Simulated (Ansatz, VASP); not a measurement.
**BeZn2O3: VASP beside Ansatz**

```
Be Zn O
1.0
     2.64131    1.52496    2.47037
    -2.64131    1.52496    2.47037
     0.00000   -3.04992    2.47037
Be Zn O
1 2 3
Cartesian
  0.0000 0.0000 0.0000
  0.0000 0.0000 4.9547
  0.0000 0.0000 2.4564
  -1.3207 0.7625 1.2352
  1.3207 0.7625 1.2352
  0.0000 -1.5250 1.2352
```

Change from the starting cell: species swapped into the La2MgAl3 type (R-3m, No. 166).

Alike in both runs: functional PBE; k mesh 3 × 3 × 3; occupations gaussian, width 0.15 eV; no spin polarisation.

Ansatz relaxed the structure, and its values are those at the end. VASP's run is a single point on that final structure, the one shown.

```csv
,VASP,Ansatz
version,VASP 6.6.1,Ansatz 0.2.0
potentials or method,"VASP PAW PBE potentials, release 64 (Be, Zn, O), cutoff 600 eV","scalar-relativistic, plane waves, PAW"
valence electrons in the cell,44,44
```

|  | VASP | Ansatz | Ansatz less VASP |
| --- | --- | --- | --- |
| gap on the k mesh at the Fermi level (eV) | none | none | - |
| pressure (GPa) | 0.9 | 0.1 | -0.75 |
| rms of the force components (eV/Å) | 0.050 | 0.000 | -0.0495 |

A gap of «none» marks a metal or a gap that the smearing closes. The functional is the same, so the differences come from potentials, cutoffs and numerics.

The k mesh is coarse, so the values compare programs but aren't converged.
